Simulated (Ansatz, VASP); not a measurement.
# AlN: VASP beside Ansatz

```
Al N
1.0
     3.20433    0.00000    0.00000
    -1.60217    2.77503    0.00000
     0.00000    0.00000    4.97800
Al N
2 2
Direct
  0.33333 0.66667 0.00000
  0.66667 0.33333 0.50000
  0.33333 0.66667 0.38500
  0.66667 0.33333 0.88500
```

Change from the starting cell: equal xx and yy strain of +3 %.

Alike in both runs: task single point; functional PBE; k mesh 11 × 11 × 6; occupations fermi-dirac, width 0.02 eV; no spin polarisation.

|  | VASP | Ansatz |
| --- | --- | --- |
| version | VASP 6.6.1 | Ansatz 0.2.0 |
| potentials or method | VASP PAW PBE potentials, release 64 (Al, N), cutoff 520 eV | all-electron LAPW, scalar-relativistic |

```tsv
	VASP	Ansatz	Ansatz less VASP
gap on the k mesh at the Fermi level (eV)	3.58	3.58	0.000
pressure (GPa)	-7.4	-7.2	+0.20
traceless stress, the component that is largest in VASP (GPa)	6.25	6.16	-0.094
rms of the force components (eV/Å)	0.054	0.054	-0.0003
```

Atom by atom the forces differ by 0.000 eV/Å (rms over components). Ansatz ran all-electron here, and VASP with PAW potentials.
